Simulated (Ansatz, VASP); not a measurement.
**Two plane-wave programs on Ta**

```
Ta
1.0
     0.00000    3.05295    3.05295
     3.05295    0.00000    3.05295
     3.05295    3.05295    0.00000
Ta
2
Cartesian
  0.7632 0.7632 0.7632
  5.3427 5.3427 5.3427
```

Alike in both runs: task single point; functional PBE; k mesh 9 × 9 × 9; occupations fermi-dirac, width 0.1 eV; non-collinear spin, spin-orbit coupling.

|  | VASP | Ansatz |
| --- | --- | --- |
| version | VASP 6.6.1 | Ansatz 0.2.0 |
| potentials or method | VASP PAW PBE potentials, release 64 (Ta_pv), cutoff 520 eV | plane waves (420 eV) with PAW, fully relativistic with spin-orbit coupling |
| valence electrons in the cell | 22 | 26 |

|  | VASP | Ansatz | Ansatz less VASP |
| --- | --- | --- | --- |
| net moment per atom (μB) | 0.00 | 0.00 | 0.000 |

The functional is the same, so the differences come from potentials, cutoffs and numerics. VASP's potentials hold 22 valence electrons a cell and Ansatz's 26, so a difference there can come from the potentials and not from the codes.
